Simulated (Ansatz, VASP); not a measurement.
## Si in VASP and in Ansatz

The input POSCAR:

```
Si
1.0
   -3.2755626256      3.2755626256      1.9512214449
    3.2755626256     -3.2755626256      1.9512214449
    3.2755626256      3.2755626256     -1.9512214449
Si
4
Direct
    0.1788010600      0.1788010600      0.3576021200
    0.8211989400      0.8211989400      0.6423978800
    0.1788010600      0.8211989400      0.0000000000
    0.8211989400      0.1788010600      0.0000000000
```

INCAR.step1

```
SYSTEM = Si
PREC = Accurate
ENCUT = 520
ISMEAR = 0
SIGMA = 0.03
LREAL = .False.
LASPH = .True.
NELM = 80
NBANDS = 16
GGA = PE
ALGO = Normal
EDIFF = 1E-4
LWAVE = .True.
LCHARG = .False.
```

Contents of INCAR.step2:

```
SYSTEM = Si
PREC = Accurate
ENCUT = 520
EDIFF = 1E-6
ISMEAR = 0
SIGMA = 0.03
LREAL = .False.
LASPH = .True.
NELM = 80
ALGO = Normal
ISIF = 2
LWAVE = .False.
LCHARG = .False.
METAGGA = R2SCAN
LMIXTAU = .True.
NBANDS = 16
ISTART = 1
```

Contents of KPOINTS:

```
regular mesh
0
Gamma
  10 10 10
  0 0 0
```

Input for Ansatz:

```yaml
crystal:
  lattice:
    - [-3.2755626256, 3.2755626256, 1.9512214449]
    - [3.2755626256, -3.2755626256, 1.9512214449]
    - [3.2755626256, 3.2755626256, -1.9512214449]
  atoms:
    - { symbol: Si, position: [0.17880106, 0.17880106, 0.35760212] }
    - { symbol: Si, position: [0.82119894, 0.82119894, 0.64239788] }
    - { symbol: Si, position: [0.17880106, 0.82119894, 0.0] }
    - { symbol: Si, position: [0.82119894, 0.17880106, 0.0] }
basis:
  ecutwfc: 500
kpoints:
  mp_grid: { grid: [10, 10, 10] }
hamiltonian:
  xc: r2scan
scf:
  occupations: { method: gaussian, width: 0.03 }
output:
  forces: true
  stress: true
  eigenvalues: true
  write_density: true
  write_potential: true
  elf: true
  volumetric_format: npy
```

Change from the starting cell: strain -0.015 along x and y, +0.015 along z, atoms carried along.

Alike in both runs: task single point; functional r2SCAN; k mesh 10 × 10 × 10; occupations gaussian, width 0.03 eV; no spin polarisation.

|  | VASP | Ansatz |
| --- | --- | --- |
| version | VASP 6.6.1 | Ansatz 0.2.0 |
| potentials or method | VASP PAW PBE potentials, release 64 (Si), cutoff 520 eV | scalar-relativistic, plane waves, PAW |
| valence electrons in the cell | 16 | 16 |

|  | VASP | Ansatz | Ansatz less VASP |
| --- | --- | --- | --- |
| gap on the k mesh at the Fermi level (eV) | 0.20 | 0.19 | -0.010 |
| least direct gap on the mesh (eV) | 0.20 | 0.19 | -0.010 |
| pressure (GPa) | 1.3 | 1.5 | +0.23 |
| traceless stress, the component that is largest in VASP (GPa) | -3.95 | -3.90 | +0.052 |
| rms of the force components (eV/Å) | 0.219 | 0.220 | +0.0012 |

VASP's potentials were made for PBE, not for r2SCAN. Atom by atom the forces differ by 0.001 eV/Å (rms over components).
